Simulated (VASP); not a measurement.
Runs of VASP 6.6.1 on F. The structure is that of space group Fd-3m (No. 227), or close to it. The cells are those of the table. 

```csv
task,cell,cutoff (eV),gap on the mesh (eV),pressure (GPa)
single point,"a = 3.113 Å, angles 60.0°, 2 atoms",520,none,(b)
single point,"a = 2.552 Å, angles 60.0°, 2 atoms",520,none,296.9
single point,"a = 2.974 Å, angles 60.0°, 2 atoms",520,none,(a)
single point,"a = 2.820 Å, angles 60.0°, 2 atoms",520,none,96.4
relaxation of cell and atoms,"relaxed from a = 3.582 Å, angles 60.0°, 2 atoms",600,none,0.0
single point,"a = 2.684 Å, angles 60.0°, 2 atoms",520,none,173.5
single point,"a = 3.240 Å, angles 60.0°, 2 atoms",520,none,7.5
```

Alike in all rows: level PBEsol; potentials or basis VASP PAW PBE potentials, release 64 (F); no spin polarisation; k mesh 14 × 14 × 14; smearing fermi-dirac 0.08 eV.

Question: Estimate the missing entries.

Answer: (a) 46.4; (b) 20.9.

Caveats: the PAW data sets were made with another functional, which shifts forces and pressure a little; the cell stands under pressure (at least some runs).

A gap of «none» marks levels without a gap at the run's occupations.
